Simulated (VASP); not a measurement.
# RbCl (Immm) in VASP: a series of runs

Runs on RbCl. Level: LDA. Tasks: single point.

Program: VASP 6.6.1. These are calculated values, not measurements. Logs are shortened: lines on timing, memory, paths and dates and some standing lists are left out, and cuts for length are marked.

## 1. The cell of the first run

Symmetry: Immm, No. 71, orthorhombic system. The conventional cell has a = 4.601 Å, b = 4.659 Å, c = 6.548 Å, α = 90.00°, β = 90.00°, γ = 90.00°. Rb (site symmetry mmm) has 6 Cl at 3.27 Å within 4.3 Å. Within 4.3 Å of Cl (site symmetry mmm) lie 6 Rb at 3.27 Å.

## 2. Single point, LDA (strain +0.0125 x Voigt [0, 0, 0, 1, 0, 0])

Input file INCAR:

```
SYSTEM = RbCl
PREC = Accurate
ENCUT = 500
EDIFF = 1E-6
ISMEAR = 0
SIGMA = 0.05
LREAL = .FALSE.
LASPH = .TRUE.
NELM = 120
ALGO = Normal
ISIF = 2
LWAVE = .FALSE.
LCHARG = .TRUE.
GGA = CA
LELF = .TRUE.
LVHAR = .TRUE.
NBANDS = 15
GGA_COMPAT = .FALSE.
```

Input file KPOINTS:

```
regular mesh
0
G
  6 6 6
  0 0 0
```

Input file POSCAR:

```
RbCl
1.0
    0.0000000000      3.2944625000      3.2944625000
    3.2740000000      0.0204625000      3.2740000000
    3.2740000000      3.2740000000      0.0204625000
Rb Cl
1 1
Direct
    0.0000000000      0.0000000000      0.0000000000
    0.5000000000      0.5000000000      0.5000000000
```

Potentials or basis: VASP PAW LDA potentials, release 64 (Rb_sv, Cl).

The run is started by

```bash
> cat potpaw_LDA.64/Rb_sv/POTCAR potpaw_LDA.64/Cl/POTCAR > POTCAR
> mpirun -np 1 vasp_std > vasp.out
```

OUTCAR:

```text
SYSTEM = RbCl
   PREC = Accurate
   ENCUT = 500
   EDIFF = 1E-6
   ISMEAR = 0
   LREAL = .FALSE.
   LASPH = .TRUE.
   NELM = 120
   ISIF = 2
   GGA = CA

 ion  position               nearest neighbor table
   1  0.000  0.000  0.000-   2 3.27   2 3.27   2 3.27   2 3.27   2 3.27   2 3.27
   2  0.500  0.500  0.500-   1 3.27   1 3.27   1 3.27   1 3.27   1 3.27   1 3.27

  LATTYP: Found a body centered orthorhombic cell.
 ALAT       =     4.6011968582
 B/A-ratio  =     1.0125786164
 C/A-ratio  =     1.4231079873

  Lattice vectors:

 A1 = (  -3.2740000000,   3.2740000000,   0.0204625000)
 A2 = (  -3.2740000000,  -3.2740000000,  -0.0204625000)
 A3 = (   3.2740000000,   0.0204625000,   3.2740000000)

Analysis of symmetry for initial positions (statically):
=====================================================================
 Subroutine PRICEL returns:
 Original cell was already a primitive cell.

 Routine SETGRP: Setting up the symmetry group for a
 body centered orthorhombic supercell.

 Subroutine GETGRP returns: Found  8 space group operations
 (whereof  8 operations were pure point group operations)
 out of a pool of  8 trial point group operations.

The static configuration has the point symmetry D_2h.

Analysis of symmetry for dynamics (positions and initial velocities):
=====================================================================
 Subroutine PRICEL returns:
 Original cell was already a primitive cell.

 Routine SETGRP: Setting up the symmetry group for a
 body centered orthorhombic supercell.

 Subroutine GETGRP returns: Found  8 space group operations
 (whereof  8 operations were pure point group operations)
 out of a pool of  8 trial point group operations.

The dynamic configuration has the point symmetry D_2h.

 Subroutine INISYM returns: Found  8 space group operations
 (whereof  8 operations are pure point group operations),
 and found     1 'primitive' translations

----------------------------------------------------------------------------------------

                                     Primitive cell

  volume of cell :      70.1858

  direct lattice vectors                    reciprocal lattice vectors
     0.000000000  3.294462500  3.294462500    -0.152718387  0.151769826  0.151769826
     3.274000000  0.020462500  3.274000000     0.152718387 -0.153678880  0.153678880
     3.274000000  3.274000000  0.020462500     0.152718387  0.153678880 -0.153678880

  length of vectors
     4.659073548  4.630180419  4.630180419     0.263421840  0.265626246  0.265626246

  position of ions in fractional coordinates (direct lattice)
     0.000000000  0.000000000  0.000000000
     0.500000000  0.500000000  0.500000000

  ion indices of the primitive-cell ions
   primitive index   ion index
                 1           1
                 2           2

----------------------------------------------------------------------------------------

 KPOINTS: regular mesh

Automatic generation of k-mesh.
 Grid dimensions read from file:
 generate k-points for:    6    6    6

 Generating k-lattice:

  Cartesian coordinates                     Fractional coordinates (reciprocal lattice)
    -0.025453065  0.025294971  0.025294971     0.166666667  0.000000000  0.000000000
     0.025453065 -0.025613147  0.025613147     0.000000000  0.166666667 -0.000000000
     0.025453065  0.025613147 -0.025613147     0.000000000 -0.000000000  0.166666667

  Length of vectors
     0.043903640  0.044271041  0.044271041

  Shift w.r.t. Gamma in fractional coordinates (k-lattice)
     0.000000000  0.000000000  0.000000000

 Subroutine IBZKPT returns following result:
 ===========================================

 Found     46 irreducible k-points:

 Following reciprocal coordinates:
            Coordinates               Weight
  0.000000  0.000000  0.000000      1.000000
  0.166667 -0.000000 -0.000000      4.000000
  0.333333 -0.000000 -0.000000      4.000000
  0.500000 -0.000000 -0.000000      2.000000
  0.000000  0.166667  0.000000      4.000000
  0.166667  0.166667  0.000000      4.000000
[... 16 lines left out ...]
  0.500000  0.166667  0.166667      4.000000
 -0.333333  0.166667  0.166667      4.000000
 [... further k-points ...]
   k-points           NKPTS =     46   k-points in BZ     NKDIM =     46   number of bands    NBANDS=     15
   number of dos      NEDOS =    301   number of ions     NIONS =      2
   total plane-waves  NPLWV =  46656
   dimension x,y,z NGX =    36 NGY =   36 NGZ =   36
   dimension x,y,z NGXF=    72 NGYF=   72 NGZF=   72
   ions per type =               1   1
   NGX,Y,Z   is equivalent  to a cutoff of  12.85, 12.93, 12.93 a.u.
   NGXF,Y,Z  is equivalent  to a cutoff of  25.69, 25.85, 25.85 a.u.
 SYSTEM =  RbCl
   PREC   = accura    normal or accurate (medium, high low for compatibility)
   ISTART =      0    job   : 0-new  1-cont  2-samecut
   ICHARG =      2    charge: 1-file 2-atom 10-const
   ISPIN  =      1    spin polarized calculation?
   LNONCOLLINEAR =      F non collinear calculations
   LSORBIT =      F    spin-orbit coupling
   LASPH  =      T    aspherical Exc in radial PAW
   ENCUT  =  500.0 eV  36.75 Ry    6.06 a.u.   8.49  8.44  8.44*2*pi/ulx,y,z
   NELM   =    120;   NELMIN=  2; NELMDL= -5     # of ELM steps
   EDIFF  = 0.1E-05   stopping-criterion for ELM
   LREAL  =      F    real-space projection
   EDIFFG = 0.1E-04   stopping-criterion for IOM
   NSW    =      0    number of steps for IOM
   IBRION =     -1    ionic relax: 0-MD 1-quasi-New 2-CG
   NFREE  =      0    steps in history (QN), initial steepest desc. (CG)
   ISIF   =      2    stress and relaxation
   ISYM   =      2    0-nonsym 1-usesym 2-fastsym
   POTIM  = 0.5000    time-step for ionic-motion
   TEBEG  =    0.0;   TEEND  =   0.0 temperature during run
   PSTRESS=    0.0 pullay stress
   NELECT =      16.0000    total number of electrons
   NUPDOWN=      -1.0000    fix difference up-down
   EMIN   =  10.00;   EMAX   =-10.00  energy-range for DOS
   EFERMI =   0.00;   METHOD = LEGACY
   ISMEAR =     0;   SIGMA  =   0.05  broadening in eV -4-tet -1-fermi 0-gaus
   EFERMI_NEDOS =   21; number of points for ismear=-14 and -15
   IALGO  =     38    algorithm
   IMIX   =      4    mixing-type and parameters
     AMIX     =   0.40;   BMIX     =  1.00
     AMIX_MAG =   1.60;   BMIX_MAG =  1.00
  volume/ion in A,a.u.               =      35.09       236.82
  Fermi-wavevector in a.u.,A,eV,Ry     =   1.000073  1.889864 13.607819  1.000146
  Thomas-Fermi vector in A             =   2.132406
   LORBIT       =      0    0 simple, 1 ext, 2 COOP (PROOUT), +10 PAW based schemes
   GGA     = CA    functional components
   LHFCALC =     F    Hartree Fock is set to
   AEXX    =    0.0000 exact exchange contribution
   IVDW    =     0    specifies the selected vdW correction
   LEPSILON=     F    determine dielectric tensor
   LRPA    =     F    only Hartree local field effects (RPA)
 non-spin polarized calculation
 Gauss-broadening in eV      SIGMA  =   0.05
  energy-cutoff  :      500.00
  volume of cell :       70.19
 maximum number of plane-waves:      1811
 NGX is ok and might be reduce to    36
   NGX = 17   NGY = 17   NGZ = 17

 number of electron      16.0000001 magnetization

 Free energy of the ion-electron system (eV)
  ---------------------------------------------------
  ext. energy  EPLUGINS =         0.00000000
  ---------------------------------------------------
  free energy    TOTEN  =        -7.24398417 eV

  energy without entropy =       -7.24398417  energy(sigma->0) =       -7.24398417

 E-fermi :  -1.8478     XC(G=0):  -7.9650

 val. band max:       -2.0781767432   @ k =   0.0000   0.0000   0.0000
 cond. band min:       2.5155082631   @ k =   0.0000   0.0000   0.0000
 fundamental gap:      4.5936850063
 Fermi energy:        -1.8478298729

 k-point     1 :       0.0000    0.0000    0.0000
  band No.  band energies     occupation
      1     -25.8349      2.00000
      2     -14.0025      2.00000
      3      -9.9504      2.00000
      4      -9.9490      2.00000
      5      -9.9475      2.00000
      6      -2.0944      2.00000
      7      -2.0866      2.00000
      8      -2.0782      2.00000
      9       2.5155      0.00000
     10       5.5782      0.00000
     11       5.6322      0.00000
     12       5.6868      0.00000
     13       6.6868      0.00000
     14       6.6877      0.00000
     15       9.5421      0.00000

 k-point     2 :       0.1667   -0.0000   -0.0000
  band No.  band energies     occupation
      1     -25.8304      2.00000
      2     -14.0211      2.00000
      3      -9.9524      2.00000
      4      -9.9513      2.00000
      5      -9.9410      2.00000
      6      -2.3813      2.00000
      7      -2.1878      2.00000
      8      -2.1753      2.00000
      9       3.1635      0.00000
     10       5.4105      0.00000
     11       5.9648      0.00000
     12       6.0391      0.00000
     13       7.1071      0.00000
     14       7.1116      0.00000
     15      10.6390      0.00000

 k-point     3 :       0.3333   -0.0000   -0.0000
  band No.  band energies     occupation
      1     -25.8213      2.00000
      2     -14.0580      2.00000
      3      -9.9588      2.00000
      4      -9.9584      2.00000
      5      -9.9234      2.00000
      6      -2.8479      2.00000
      7      -2.3730      2.00000
      8      -2.3576      2.00000
      9       4.5232      0.00000
     10       5.4011      0.00000
     11       6.9323      0.00000
     12       7.0124      0.00000
     13       8.1605      0.00000
     14       8.1783      0.00000
     15      10.5846      0.00000
[... 343 lines left out ...]
 k-point    23 :       0.5000    0.1667    0.1667
  band No.  band energies     occupation
      1     -25.8170      2.00000
      2     -14.0489      2.00000
      3     -10.0503      2.00000
      4      -9.9633      2.00000
      5      -9.9265      2.00000
      6      -2.8800      2.00000
      7      -2.4289      2.00000
      8      -2.3370      2.00000
      9       5.0269      0.00000
     10       5.4289      0.00000
     11       7.2945      0.00000
     12       7.4085      0.00000
     13       8.1095      0.00000
     14       9.1785      0.00000
     15       9.6452      0.00000

 k-point    24 :      -0.3333    0.1667    0.1667
  band No.  band energies     occupation
      1     -25.8154      2.00000
      2     -14.0454      2.00000
      3     -10.0291      2.00000
      4      -9.9875      2.00000
      5      -9.9594      2.00000
      6      -2.8637      2.00000
      7      -2.4338      2.00000
      8      -2.3786      2.00000
      9       5.1057      0.00000
     10       5.4604      0.00000
     11       7.5727      0.00000
     12       8.1252      0.00000
     13       8.1311      0.00000
     14       8.9589      0.00000
     15       9.6340      0.00000

 [... further k-points ...]

------------------------ aborting loop because EDIFF is reached ----------------------------------------

  FORCE on cell =-STRESS in cart. coord.  units (eV):
  Direction    XX          YY          ZZ          XY          YZ          ZX
  --------------------------------------------------------------------------------------
  -------------------------------------------------------------------------------------
  Total       -0.6109280     -0.6106585     -0.6106585     -0.0000000     -0.0315721      0.0000000
  in kB      -13.9460620    -13.9399098    -13.9399098     -0.0000000     -0.7207180      0.0000000
  external PRESSURE =     -13.9419605 kB  Pullay stress =       0.0000000 kB

 VOLUME and BASIS-vectors are now :
 -----------------------------------------------------------------------------
  energy-cutoff  :      500.00
  volume of cell :       70.19
      direct lattice vectors                 reciprocal lattice vectors
     0.000000000  3.294462500  3.294462500    -0.152718387  0.151769826  0.151769826
     3.274000000  0.020462500  3.274000000     0.152718387 -0.153678880  0.153678880
     3.274000000  3.274000000  0.020462500     0.152718387  0.153678880 -0.153678880

 POSITION                                       TOTAL-FORCE (eV/Angst)
 -----------------------------------------------------------------------------------
      0.00000      0.00000      0.00000         0.000000      0.000000     -0.000000
      3.27400      3.29446      3.29446        -0.000000     -0.000000      0.000000
 -----------------------------------------------------------------------------------
    total drift:                                0.000000      0.000000      0.000000

  FREE ENERGIE OF THE ION-ELECTRON SYSTEM (eV)
  ---------------------------------------------------
  free  energy   TOTEN  =        -7.2439841662 eV

  energy  without entropy=       -7.2439841662  energy(sigma->0) =       -7.24398417
```

Wall time 83 s (1 thread of AMD EPYC 7R13, shared host); peak memory 0.16 GiB.

Results:

| Quantity | Value |
| --- | --- |
| Free energy | -7.2440 eV |
| Pressure | -1.4 GPa |
| Band gap on the k mesh | 4.59 eV |

Levels at points of the mesh, in eV from the valence-band top:
| k point | band 5 | band 6 | band 7 | band 8 | band 9 | band 10 | band 11 | band 12 |
| --- | --- | --- | --- | --- | --- | --- | --- | --- |
| (0.00, 0.00, 0.00) | -7.87 | -0.02 | -0.01 | 0.00 | 4.59 | 7.66 | 7.71 | 7.76 |
| (0.50, 0.00, 0.00) | -7.84 | -0.97 | -0.38 | -0.37 | 7.38 | 7.65 | 9.90 | 9.98 |
| (0.00, 0.50, 0.00) | -7.85 | -0.97 | -0.40 | -0.38 | 7.39 | 7.69 | 9.93 | 10.01 |
| (0.50, 0.50, 0.00) | -7.99 | -0.35 | -0.11 | -0.11 | 5.83 | 7.77 | 9.35 | 9.93 |
| (0.00, 0.50, 0.50) | -7.98 | -0.35 | -0.12 | -0.10 | 5.83 | 7.77 | 9.35 | 9.93 |

Caveat: the cell differs from its parent crystal (strain +0.0125 x Voigt [0, 0, 0, 1, 0, 0]).

(Part 1 of 2 ends here.)
